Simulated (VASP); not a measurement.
Input of a VASP 6.6.1 run:

The input INCAR:

```
SYSTEM = As
PREC = Accurate
ENCUT = 520
EDIFF = 1E-6
ISMEAR = 0
SIGMA = 0.1
LREAL = .False.
LASPH = .True.
NELM = 100
ALGO = Normal
ISIF = 2
LWAVE = .False.
LCHARG = .True.
GGA = PE
LELF = .True.
LVHAR = .True.
NBANDS = 12
```

KPOINTS

```
regular mesh
0
Gamma
  6 6 6
  0 0 0
```

Contents of POSCAR:

```
As
1.0
    4.0507886500      0.0000000000      0.0000000000
   -2.0253943200      3.5080858800      0.0000000000
    0.0000000000      0.0000000000      3.2172438300
As
2
Direct
    0.6666666700      0.3333333300      0.4478663400
    0.3333333300      0.6666666700      0.5521336600
```

Potentials or basis: VASP PAW PBE potentials, release 64 (As).

Command:

```sh
$ cat potpaw_PBE.64/As/POTCAR > POTCAR
$ mpirun -np 1 vasp_std > vasp.out
```

(1) What does it give for the largest force?

(2) What does it give for the band gap on the k mesh?

(3) Estimate the pressure.

## Answers

(1) 0.697 eV/Å.

(2) zero (band 5 reaches 5.96 eV, above the bottom of band 6 at 3.59 eV).

(3) 13.8 GPa.

Caveat: this functional lacks dispersion, which binds the layers, so the pressure and a relaxed spacing across them are unreliable.
